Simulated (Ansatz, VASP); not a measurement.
## Two plane-wave programs on CdS

Contents of INCAR:

```
ALGO = Normal ; EDIFF = 1E-6
ENCUT = 500 ; GGA = PE
GGA_COMPAT = False ; ISIF = 2
ISMEAR = 0 ; LASPH = True
LCHARG = False ; LREAL = False
LWAVE = False ; NBANDS = 16
NELM = 120 ; PREC = Accurate
SIGMA = 0.5
```

KPOINTS

```
k-points
0
Gamma
  6 6 6
```

Contents of POSCAR:

```
CdS
1.0
    0.0000000000      2.9392138883      2.9392138883
    2.9392138883      0.0000000000      2.9392138883
    2.9392138883      2.9392138883      0.0000000000
Cd S
1 1
Direct
    0.0000000000      0.0000000000      0.0000000000
    0.2500000000      0.2500000000      0.2500000000
```

Input for Ansatz:

```yaml
crystal:
  lattice:
    - [0.0, 2.9392138883, 2.9392138883]
    - [2.9392138883, 0.0, 2.9392138883]
    - [2.9392138883, 2.9392138883, 0.0]
  atoms:
    - { symbol: Cd, position: [0.0, 0.0, 0.0] }
    - { symbol: S, position: [0.25, 0.25, 0.25] }
kpoints:
  mp_grid: { grid: [6, 6, 6] }
hamiltonian:
  xc: pbe
scf:
  occupations: { method: gaussian, width: 0.5 }
  n_extra_bands: 4
output:
  forces: true
  stress: true
  eigenvalues: true
```

Alike in both runs: task single point; functional PBE; k mesh 6 × 6 × 6; occupations gaussian, width 0.5 eV; no spin polarisation.

```csv
,VASP,Ansatz
version,VASP 6.6.1,Ansatz 0.2.0
potentials or method,"VASP PAW PBE potentials, release 64 (Cd, S)",plane waves
plane-wave cutoff (eV),500,420
valence electrons in the cell,18,26
```

Ansatz gave:

- pressure (GPa): 1.4

Q: Which values does VASP return?

A: Pressure (GPa): 1.7.

VASP's potentials hold 18 valence electrons a cell and Ansatz's 26, so a difference there can come from the potentials and not from the codes.
